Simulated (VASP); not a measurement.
Runs of VASP 6.6.1 on In. The structure is tetragonal, space group I4/mmm (No. 139). Conventional cell: a = 3.212 Å, b = 3.212 Å, c = 4.884 Å, α = 90.00°, β = 90.00°, γ = 90.00°. In (site symmetry 4/mmm) has 12 In at 3.21 to 3.33 Å within 4.2 Å. 

| level | k mesh | smearing | gap on the mesh (eV) | pressure (GPa) |
| --- | --- | --- | --- | --- |
| PBEsol+D4 | 8 × 8 × 8 | fermi-dirac 0.1 eV | none | -0.8 |
| r2SCAN | 8 × 8 × 8 | tetrahedron | none | 3.6 |
| r2SCAN | 8 × 8 × 8 | fermi-dirac 0.1 eV | none | 1.9 |
| r2SCAN | 15 × 15 × 15 | fermi-dirac 0.1 eV | none | (a) |

Alike in all rows: task single point; potentials or basis VASP PAW PBE potentials, release 64 (In_d); no spin polarisation; cell as given; cutoff (eV) 520.

**Question.** Fill in the values left out.

**Answer.** (a) 2.0.

Caveats: the PAW data sets were made with another functional, which shifts forces and pressure a little; spin-orbit coupling is left out, which moves the levels of the heavy elements; pairwise dispersion overbinds metals, which lowers pressure and volume (some runs).

A k mesh can miss the band edges, and the runs leave out spin-orbit coupling on In.

A gap of «none» marks levels without a gap at the run's occupations.
